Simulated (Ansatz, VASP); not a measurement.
# SnBr4Cl in VASP and in Ansatz

```
Sn Br Cl
1.0
     9.05514    0.00000    0.00000
    -4.52757    7.84198    0.00000
     0.00000    0.00000    3.43693
Sn Br Cl
1 4 1
Cartesian
  0.0000 0.0000 0.0000
  0.0000 5.2280 0.0000
  2.6934 6.7830 1.7185
  -2.6934 6.7830 1.7185
  0.0000 2.1180 1.7185
  4.5276 2.6140 0.0000
```

Change from the starting cell: species swapped into the SmAlCu4 type (P-6m2, No. 187).

Alike in both runs: functional PBE; k mesh 6 × 6 × 12; occupations gaussian, width 0.1 eV; no spin polarisation.

Ansatz relaxed the structure, and its values are those at the end. VASP's run is a single point on that final structure, the one shown.

|  | VASP | Ansatz |
| --- | --- | --- |
| version | VASP 6.6.1 | Ansatz 0.2.0 |
| potentials or method | VASP PAW PBE potentials, release 64 (Sn_d, Br, Cl), cutoff 520 eV | scalar-relativistic, plane waves, PAW |
| valence electrons in the cell | 49 | 49 |

|  | VASP | Ansatz | Ansatz less VASP |
| --- | --- | --- | --- |
| gap on the k mesh at the Fermi level (eV) | none | none | - |
| pressure (GPa) | 0.0 | 0.0 | 0.00 |

A gap of «none» marks a metal or a gap that the smearing closes. The functional is the same, so the differences come from potentials, cutoffs and numerics.
